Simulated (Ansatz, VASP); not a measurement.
## Ge2Sb2Te5 in VASP and in Ansatz

File INCAR:

```
SYSTEM = Ge2Sb2Te5
ALGO = Normal
EDIFF = 1E-7
ENCUT = 520
GGA = PE
ISIF = 2
ISMEAR = 0
LASPH = .True.
LCHARG = .False.
LREAL = Auto
LWAVE = .False.
NBANDS = 160
NELM = 100
PREC = Accurate
SIGMA = 0.05
```

The input KPOINTS:

```
k-points
0
Gamma
  1 1 1
  0 0 0
```

File POSCAR:

```
Ge2Sb2Te5
1.0
    6.8472950000      0.0000000000      6.8476090000
   -6.8309770000      6.1320120000      6.8476090000
   -6.8309770000     -6.1320120000      6.8476090000
Ge Sb Te
8 8 20
Direct
    0.4973430000      0.7568510000      0.7568510000
    0.4973430000      0.2568510000      0.2568510000
    0.9973430000      0.7568510000      0.2568510000
    0.9973430000      0.2568510000      0.7568510000
    0.2842870000      0.9517710000      0.9517710000
    0.2842870000      0.4517710000      0.4517710000
    0.7842870000      0.9517710000      0.4517710000
    0.7842870000      0.4517710000      0.9517710000
    0.1118700000      0.1527410000      0.1527410000
    0.1118700000      0.6527410000      0.6527410000
    0.6118700000      0.1527410000      0.6527410000
    0.6118700000      0.6527410000      0.1527410000
    0.4017080000      0.3430820000      0.8430820000
    0.4017080000      0.8430820000      0.3430820000
    0.9017080000      0.3430820000      0.3430820000
    0.9017080000      0.8430820000      0.8430820000
    0.3999590000      0.0985790000      0.0985790000
    0.3999590000      0.5985790000      0.5985790000
    0.8999590000      0.0985790000      0.5985790000
    0.8999590000      0.5985790000      0.0985790000
    0.2065190000      0.8016420000      0.8016420000
    0.2065190000      0.3016420000      0.3016420000
    0.7065190000      0.8016420000      0.3016420000
    0.7065190000      0.3016420000      0.8016420000
    0.0083240000      0.9990560000      0.9990560000
    0.0083240000      0.4990560000      0.4990560000
    0.5083240000      0.9990560000      0.4990560000
    0.5083240000      0.4990560000      0.9990560000
    0.2952880000      0.7004120000      0.2004120000
    0.2952880000      0.2004120000      0.7004120000
    0.7952880000      0.7004120000      0.7004120000
    0.7952880000      0.2004120000      0.2004120000
    0.0947020000      0.8958660000      0.3958660000
    0.0947020000      0.3958660000      0.8958660000
    0.5947020000      0.8958660000      0.8958660000
    0.5947020000      0.3958660000      0.3958660000
```

Input for Ansatz:

```yaml
crystal:
  lattice:
    - [6.847295, 0.0, 6.847609]
    - [-6.830977, 6.132012, 6.847609]
    - [-6.830977, -6.132012, 6.847609]
  atoms:
    - { symbol: Ge, position: [0.497343, 0.756851, 0.756851] }
    - { symbol: Ge, position: [0.497343, 0.256851, 0.256851] }
    - { symbol: Ge, position: [0.997343, 0.756851, 0.256851] }
    - { symbol: Ge, position: [0.997343, 0.256851, 0.756851] }
    - { symbol: Ge, position: [0.284287, 0.951771, 0.951771] }
    - { symbol: Ge, position: [0.284287, 0.451771, 0.451771] }
    - { symbol: Ge, position: [0.784287, 0.951771, 0.451771] }
    - { symbol: Ge, position: [0.784287, 0.451771, 0.951771] }
    - { symbol: Sb, position: [0.11187, 0.152741, 0.152741] }
    - { symbol: Sb, position: [0.11187, 0.652741, 0.652741] }
    - { symbol: Sb, position: [0.61187, 0.152741, 0.652741] }
    - { symbol: Sb, position: [0.61187, 0.652741, 0.152741] }
    - { symbol: Sb, position: [0.401708, 0.343082, 0.843082] }
    - { symbol: Sb, position: [0.401708, 0.843082, 0.343082] }
    - { symbol: Sb, position: [0.901708, 0.343082, 0.343082] }
    - { symbol: Sb, position: [0.901708, 0.843082, 0.843082] }
    - { symbol: Te, position: [0.399959, 0.098579, 0.098579] }
    - { symbol: Te, position: [0.399959, 0.598579, 0.598579] }
    - { symbol: Te, position: [0.899959, 0.098579, 0.598579] }
    - { symbol: Te, position: [0.899959, 0.598579, 0.098579] }
    - { symbol: Te, position: [0.206519, 0.801642, 0.801642] }
    - { symbol: Te, position: [0.206519, 0.301642, 0.301642] }
    - { symbol: Te, position: [0.706519, 0.801642, 0.301642] }
    - { symbol: Te, position: [0.706519, 0.301642, 0.801642] }
    - { symbol: Te, position: [0.008324, 0.999056, 0.999056] }
    - { symbol: Te, position: [0.008324, 0.499056, 0.499056] }
    - { symbol: Te, position: [0.508324, 0.999056, 0.499056] }
    - { symbol: Te, position: [0.508324, 0.499056, 0.999056] }
    - { symbol: Te, position: [0.295288, 0.700412, 0.200412] }
    - { symbol: Te, position: [0.295288, 0.200412, 0.700412] }
    - { symbol: Te, position: [0.795288, 0.700412, 0.700412] }
    - { symbol: Te, position: [0.795288, 0.200412, 0.200412] }
    - { symbol: Te, position: [0.094702, 0.895866, 0.395866] }
    - { symbol: Te, position: [0.094702, 0.395866, 0.895866] }
    - { symbol: Te, position: [0.594702, 0.895866, 0.895866] }
    - { symbol: Te, position: [0.594702, 0.395866, 0.395866] }
basis:
  ecutwfc: 420
  fft_grid_basis: typed
kpoints:
  mp_grid: { grid: [1, 1, 1] }
hamiltonian:
  xc: pbe
  pseudopotentials: { kind: paw }
scf:
  occupations: { method: gaussian, width: 0.05 }
output:
  forces: true
  stress: false
  eigenvalues: true
  bader: false
  write_density: true
  volumetric_format: npy
```

Alike in both runs: task single point; functional PBE; k mesh 1 × 1 × 1; occupations gaussian, width 0.05 eV; no spin polarisation.

```csv
,VASP,Ansatz
version,VASP 6.6.1,Ansatz 0.2.0
potentials or method,"VASP PAW PBE potentials, release 64 (Ge_d, Sb, Te), cutoff 520 eV","scalar-relativistic, plane waves, PAW"
valence electrons in the cell,272,552
```

```tsv
	VASP	Ansatz	Ansatz less VASP
gap on the k mesh at the Fermi level (eV)	0.26	0.27	+0.005
rms of the force components (eV/Å)	0.222	0.224	+0.0019
```

Atom by atom the forces differ by 0.005 eV/Å (rms over components). VASP's potentials hold 272 valence electrons a cell and Ansatz's 552, so a difference there can come from the potentials and not from the codes.

The k mesh is coarse, so the values compare programs but aren't converged. Neither program's run includes spin-orbit coupling.
